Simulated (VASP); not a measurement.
# Ca: single point with PBE

Ca:

```
Ca
1.0
     3.90552    0.00000    0.00000
    -1.95276    3.38228    0.00000
     0.00000    0.00000   12.81009
Ca
4
Direct
  0.00000 0.00000 0.00000
  0.00000 0.00000 0.50000
  0.33333 0.66667 0.25000
  0.66667 0.33333 0.75000
```

This isn't the form of Ca at room conditions, which is fcc.

```json
{
 "Program": "VASP 6.6.1",
 "Task": "single point",
 "Functional": "PBE",
 "Potentials or basis": "VASP PAW PBE potentials, release 64 (Ca_sv)",
 "Cutoff": "520 eV",
 "k mesh": "11 × 11 × 3",
 "Occupations": "fermi-dirac, width 0.1 eV",
 "Spin": "no spin polarisation",
 "Dipole correction": "no",
 "Further INCAR settings": "ALGO = Normal; EDIFF = 1e-07; NBANDS = 28"
}
```

- Pressure: 0.0 GPa
- Band gap on the k mesh: zero (bands 20 and 21 overlap by 0.38 eV)

Levels at points of the mesh, in eV from the Fermi level:
```tsv
k point	band 18	band 19	band 20	band 21	band 22	band 23
(0.00, 0.00, 0.00)	-3.03	-3.02	-1.02	-0.20	1.39	1.41
```

Run time: 3.6 min on 1 thread of Oxide Virtual Turin-like Processor (shared host), peak memory 0.3 GiB.
